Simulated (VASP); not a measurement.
Write the native input for VASP 6.6.1 that does the following.

| Property | Result |
| --- | --- |
| Task | single point |
| Functional | PBE |
| Dispersion | D3(BJ) |
| Potentials or basis | VASP PAW PBE potentials, release 64 (Si, N) |
| Cutoff | 520 eV |
| k mesh | 9 × 9 × 1 |
| Occupations | gaussian, width 0.05 eV |
| Spin | no spin polarisation |
| Dipole correction | yes |
| Further INCAR settings | ALGO = Normal; EDIFF = 1e-07; NBANDS = 32 |

The structure of Si4N lies in POSCAR:

```
Si4N
1.0
    3.8155170209      0.0000000000      0.0000000000
   -1.9077585104      3.3043346686      0.0000000000
    0.0000000000      0.0000000000     28.9874813843
Si N
8 2
Direct
    0.6666666667      0.3333333333      0.1379906018
    0.3333333333      0.6666666667      0.1654736894
    0.3333333333      0.6666666667      0.2468813277
    0.6666666667      0.3333333333      0.2743644153
    0.6666666667      0.3333333333      0.3556303104
    0.3333333333      0.6666666667      0.3827070033
    0.3333333333      0.6666666667      0.4657581680
    0.6666666667      0.3333333333      0.4894347735
    0.6666666667      0.8333333333      0.6170760801
    0.6666666667      0.8333333333      0.6550234956
```

These files were run (other wordings do the same):

INCAR

```
PREC = Accurate ; ENCUT = 520
EDIFF = 1E-7 ; ISMEAR = 0
SIGMA = 0.05 ; LREAL = False
LASPH = True ; NELM = 80
ALGO = Normal ; ISIF = 2
LWAVE = False ; LCHARG = False
LDIPOL = True ; IDIPOL = 3
DIPOL = 0.5 0.5 0.379 ; GGA = PE
IVDW = 12 ; NBANDS = 32
```

KPOINTS

```
regular mesh
0
Gamma
  9 9 1
```

Potentials or basis: VASP PAW PBE potentials, release 64 (Si, N).

The run is started by

```bash
$ cat potpaw_PBE.64/Si/POTCAR potpaw_PBE.64/N/POTCAR > POTCAR
$ mpirun -np 1 vasp_std > vasp.out
```

Results of the run:

The largest force is 2.195 eV/Å and the band gap on the k mesh is zero (bands 21 and 22 overlap by 0.31 eV). The dispersion energy per atom is -0.240 eV.

Caveat: the standard files for N, O and F lose accuracy on very short bonds.

Run time: 6.7 min on 1 thread of Intel(R) Xeon(R) 6975P-C (Granite Rapids), with other jobs on the host, peak memory 0.54 GiB.
